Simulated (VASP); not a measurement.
TaH5, 6 atoms in the cell. It takes space group R3m (No. 160, trigonal). The conventional cell has a = 5.050 Å, b = 5.050 Å, c = 9.077 Å, α = 90.00°, β = 90.00°, γ = 120.00°. Within 3.5 Å of Ta (site symmetry 3m) lie 21 H at 2.23 to 3.45 Å. Within 1.6 Å of H (site symmetry m) lie 3 H at 1.18 to 1.32 Å. H (site symmetry 3m) has 4 H at 1.01 to 1.32 Å within 1.4 Å. H (site symmetry 3m) has 1 H at 1.01 Å within 1.4 Å. The cell was built from a structure type or drawn by symmetry, and may not be a known phase.

```yaml
Program: VASP 6.6.1
Task: relaxation of cell and atoms
Functional: PBE
Potentials_or_basis: VASP PAW PBE potentials, release 64 (Ta_pv, H)
Cutoff: 600 eV
k_mesh: 6 × 6 × 6
Occupations: gaussian, width 0.1 eV
Spin: no spin polarisation
Dipole_correction: no
Further_INCAR_settings: ALGO = Normal; EDIFF = 1e-06; IBRION = 2; EDIFFG = -0.04; NSW = 90; ISIF = 3
```

Potentials or basis: VASP PAW PBE potentials, release 64 (Ta_pv, H).

The run is started by

```bash
$ cat potpaw_PBE.64/Ta_pv/POTCAR potpaw_PBE.64/H/POTCAR > POTCAR
$ mpirun -np 1 vasp_std > vasp.out
```

Hardware: 1 thread of AMD EPYC 9R45 96-Core Processor (Zen 5) (shared host).

Q: How long does it take, and how much memory?

A: It took 7.5 min on 1 thread of AMD EPYC 9R45 96-Core Processor (Zen 5), on a shared host, peak memory 0.2 GiB. Counts: scf iterations 338, k points 32, ion steps 50.
